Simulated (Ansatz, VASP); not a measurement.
## Ir: VASP beside Ansatz

```
Ir
1.0
    -1.55620    1.55620    1.55620
     1.55620   -1.55620    1.55620
     1.55620    1.55620   -1.55620
Ir
1
Cartesian
  0.0000 0.0000 0.0000
```

Alike in both runs: task single point; functional PBE; k mesh 23 × 23 × 23; occupations fermi-dirac, width 0.05 eV; collinear spin.

```csv
,VASP,Ansatz
version,VASP 6.6.1,Ansatz 0.2.0
potentials or method,"VASP PAW PBE potentials, release 64 (Ir), cutoff 520 eV","plane waves (420 eV) with PAW, scalar-relativistic"
valence electrons in the cell,9,17
```

|  | VASP | Ansatz | Ansatz less VASP |
| --- | --- | --- | --- |
| net moment per atom (μB) | 0.51 | 0.53 | +0.012 |
| size of the moment on the site where the two differ most (μB) | 0.51 | 0.50 | -0.008 |

Site moments also hang on the region over which each program counts them. VASP's potentials hold 9 valence electrons a cell and Ansatz's 17, so a difference there can come from the potentials and not from the codes.

Spin-orbit coupling is off throughout.
